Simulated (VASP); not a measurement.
# Ta2N (P-3m1) in VASP: notebook

Ta2N is run at these levels: LDA; tasks: single point, relaxation of cell and atoms.

Program: VASP 6.6.1. These are calculated values, not measurements. Logs are shortened: lines on timing, memory, paths and dates and some standing lists are left out, and cuts for length are marked.

## (1) The cell of the first run

It takes space group P-3m1 (No. 164, trigonal). Conventional cell: a = 3.113 Å, b = 3.113 Å, c = 4.870 Å, α = 90.00°, β = 90.00°, γ = 120.00°. Ta (site symmetry 3m) has 3 N at 2.18 Å and 12 Ta at 2.99 to 3.11 Å within 3.2 Å. Within 2.9 Å of N (site symmetry -3m) lie 6 Ta at 2.18 Å.

## (2) Single point, LDA

File INCAR:

```
  PREC = Accurate
  ENCUT = 520
  EDIFF = 1E-7
  ISMEAR = 0
  SIGMA = 0.1
  LREAL = False
  LASPH = True
  NELM = 80
  ALGO = Normal
  ISIF = 2
  LWAVE = False
  LCHARG = True
  LELF = True
  LVHAR = True
  NBANDS = 20
```

File KPOINTS:

```
Automatic mesh
0
Gamma
  6 6 4
```

File POSCAR:

```
Ta2N
1.0
    3.1128615100      0.0000000000      0.0000000000
   -1.5564307500      2.6958171400      0.0000000000
    0.0000000000      0.0000000000      4.8698410000
Ta N
2 1
Direct
    0.6666666700      0.3333333300      0.7452890000
    0.3333333300      0.6666666700      0.2547110000
    0.0000000000      0.0000000000      0.0000000000
```

Potentials or basis: VASP PAW LDA potentials, release 64 (Ta_pv, N).

On the command line:

```
> cat potpaw_LDA.64/Ta_pv/POTCAR potpaw_LDA.64/N/POTCAR > POTCAR
> mpirun -np 1 vasp_std > vasp.out
```

OUTCAR:

```text
PREC = Accurate
   ENCUT = 520
   EDIFF = 1E-7
   ISMEAR = 0
   LREAL = False
   LASPH = True
   NELM = 80
   ISIF = 2

 ion  position               nearest neighbor table
   1  0.667  0.333  0.745-   3 2.18   3 2.18   3 2.18   2 2.99   2 2.99   2 2.99   2 3.06   2 3.06
                             2 3.06
   2  0.333  0.667  0.255-   3 2.18   3 2.18   3 2.18   1 2.99   1 2.99   1 2.99   1 3.06   1 3.06
                             1 3.06
   3  0.000  0.000  0.000-   1 2.18   2 2.18   2 2.18   1 2.18   1 2.18   2 2.18

  LATTYP: Found a hexagonal cell.
 ALAT       =     3.1128615100
 C/A-ratio  =     1.5644258456

  Lattice vectors:

 A1 = (   3.1128615100,   0.0000000000,   0.0000000000)
 A2 = (  -1.5564307500,   2.6958171400,   0.0000000000)
 A3 = (   0.0000000000,   0.0000000000,   4.8698410000)

Analysis of symmetry for initial positions (statically):
=====================================================================
 Subroutine PRICEL returns:
 Original cell was already a primitive cell.

 Routine SETGRP: Setting up the symmetry group for a
 hexagonal supercell.

 Subroutine GETGRP returns: Found 12 space group operations
 (whereof 12 operations were pure point group operations)
 out of a pool of 24 trial point group operations.

The static configuration has the point symmetry D_3d.

Analysis of symmetry for dynamics (positions and initial velocities):
=====================================================================
 Subroutine PRICEL returns:
 Original cell was already a primitive cell.

 Routine SETGRP: Setting up the symmetry group for a
 hexagonal supercell.

 Subroutine GETGRP returns: Found 12 space group operations
 (whereof 12 operations were pure point group operations)
 out of a pool of 24 trial point group operations.

The dynamic configuration has the point symmetry D_3d.

 Subroutine INISYM returns: Found 12 space group operations
 (whereof 12 operations are pure point group operations),
 and found     1 'primitive' translations

----------------------------------------------------------------------------------------

                                     Primitive cell

  volume of cell :      40.8663

  direct lattice vectors                    reciprocal lattice vectors
     3.112861510  0.000000000  0.000000000     0.321247828  0.185472520  0.000000000
    -1.556430750  2.695817140  0.000000000     0.000000000  0.370945041  0.000000000
     0.000000000  0.000000000  4.869841000     0.000000000  0.000000000  0.205345513

  length of vectors
[... 83 lines left out ...]
   EDIFF  = 0.1E-06   stopping-criterion for ELM
   LREAL  =      F    real-space projection
   EDIFFG = 0.1E-05   stopping-criterion for IOM
   NSW    =      0    number of steps for IOM
   IBRION =     -1    ionic relax: 0-MD 1-quasi-New 2-CG
   NFREE  =      0    steps in history (QN), initial steepest desc. (CG)
   ISIF   =      2    stress and relaxation
   ISYM   =      2    0-nonsym 1-usesym 2-fastsym
   POTIM  = 0.5000    time-step for ionic-motion
   TEBEG  =    0.0;   TEEND  =   0.0 temperature during run
   PSTRESS=    0.0 pullay stress
   NELECT =      27.0000    total number of electrons
   NUPDOWN=      -1.0000    fix difference up-down
   EMIN   =  10.00;   EMAX   =-10.00  energy-range for DOS
   EFERMI =   0.00;   METHOD = LEGACY
   ISMEAR =     0;   SIGMA  =   0.10  broadening in eV -4-tet -1-fermi 0-gaus
   EFERMI_NEDOS =   21; number of points for ismear=-14 and -15
   IALGO  =     38    algorithm
   IMIX   =      4    mixing-type and parameters
     AMIX     =   0.40;   BMIX     =  1.00
     AMIX_MAG =   1.60;   BMIX_MAG =  1.00
  volume/ion in A,a.u.               =      13.62        91.93
  Fermi-wavevector in a.u.,A,eV,Ry     =   1.425852  2.694469 27.661374  2.033054
  Thomas-Fermi vector in A             =   2.546192
   LORBIT       =      0    0 simple, 1 ext, 2 COOP (PROOUT), +10 PAW based schemes
   GGA     = CA    functional components
   LHFCALC =     F    Hartree Fock is set to
   AEXX    =    0.0000 exact exchange contribution
   IVDW    =     0    specifies the selected vdW correction
   LEPSILON=     F    determine dielectric tensor
   LRPA    =     F    only Hartree local field effects (RPA)
 non-spin polarized calculation
 Gauss-broadening in eV      SIGMA  =   0.10
  energy-cutoff  :      520.00
  volume of cell :       40.87
 maximum number of plane-waves:      1112
 NGX is ok and might be reduce to    24
   NGX = 11   NGY = 11   NGZ = 19

 number of electron      26.9999998 magnetization

 Free energy of the ion-electron system (eV)
  ---------------------------------------------------
  ext. energy  EPLUGINS =         0.00000000
  ---------------------------------------------------
  free energy    TOTEN  =       -37.56914632 eV

  energy without entropy =      -37.56360766  energy(sigma->0) =      -37.56637699

 E-fermi :   7.3930     XC(G=0): -13.0470

 val. band max:        7.3872112433   @ k =   0.1667   0.0000   0.2500
 cond. band min:       7.4646427274   @ k =   0.0000   0.3333   0.2500
 fundamental gap:      0.0774314841
 Fermi energy:         7.3930224980

 k-point     1 :       0.0000    0.0000    0.0000
  band No.  band energies     occupation
      1     -28.1710      2.00000
      2     -27.4397      2.00000
      3     -27.4397      2.00000
      4     -27.3117      2.00000
      5     -27.3117      2.00000
      6     -27.1971      2.00000
[... 541 lines left out ...]
     19      12.7598      0.00000
     20      12.8943      0.00000

------------------------ aborting loop because EDIFF is reached ----------------------------------------

  FORCE on cell =-STRESS in cart. coord.  units (eV):
  Direction    XX          YY          ZZ          XY          YZ          ZX
  --------------------------------------------------------------------------------------
  -------------------------------------------------------------------------------------
  Total       -3.3091138     -3.3091137     -3.4395335     -0.0000000     -0.0000000     -0.0000000
  in kB     -129.7350337   -129.7350331   -134.8481872     -0.0000002     -0.0000000     -0.0000000
  external PRESSURE =    -131.4394180 kB  Pullay stress =       0.0000000 kB

 VOLUME and BASIS-vectors are now :
 -----------------------------------------------------------------------------
  energy-cutoff  :      520.00
  volume of cell :       40.87
      direct lattice vectors                 reciprocal lattice vectors
     3.112861510  0.000000000  0.000000000     0.321247828  0.185472520  0.000000000
    -1.556430750  2.695817140  0.000000000     0.000000000  0.370945041  0.000000000
     0.000000000  0.000000000  4.869841000     0.000000000  0.000000000  0.205345513

 POSITION                                       TOTAL-FORCE (eV/Angst)
 -----------------------------------------------------------------------------------
      1.55643      0.89861      3.62944         0.000000      0.000000      0.657342
     -0.00000      1.79721      1.24040        -0.000000      0.000000     -0.657342
      0.00000      0.00000      0.00000         0.000000      0.000000      0.000000
 -----------------------------------------------------------------------------------
    total drift:                               -0.000000     -0.000000      0.000000

  FREE ENERGIE OF THE ION-ELECTRON SYSTEM (eV)
  ---------------------------------------------------
  free  energy   TOTEN  =       -37.5691463164 eV

  energy  without entropy=      -37.5636076615  energy(sigma->0) =      -37.56637699
```

It took 8.4 s on 1 thread of AMD EPYC 9R45 (Zen 5), shared host; peak memory 0.12 GiB.

Results:

| Property | Result |
| --- | --- |
| Free energy | -37.5691 eV |
| Pressure | -13.1 GPa |
| Largest force | 0.657 eV/Å |
| Band gap on the k mesh | zero (an odd number of electrons rules out a gap without spin polarisation) |

Forces in eV/Å, atoms in the order of the input:
```
Ta   0.000  0.000  0.657
Ta   0.000  0.000 -0.657
N    0.000  0.000  0.000
```

Stress tensor (GPa, compression positive):
```
-12.97   0.00   0.00
  0.00 -12.97   0.00
  0.00   0.00 -13.48
```

Caveat: the k points lie up to 0.39 Å⁻¹ apart, too coarse for converged energies and pressures of a metal; spin-orbit coupling is left out, which moves the levels of the heavy elements.

[end of part 1 of 2]

The gap in the log of VASP goes by the Fermi energy; the results here count the filled bands.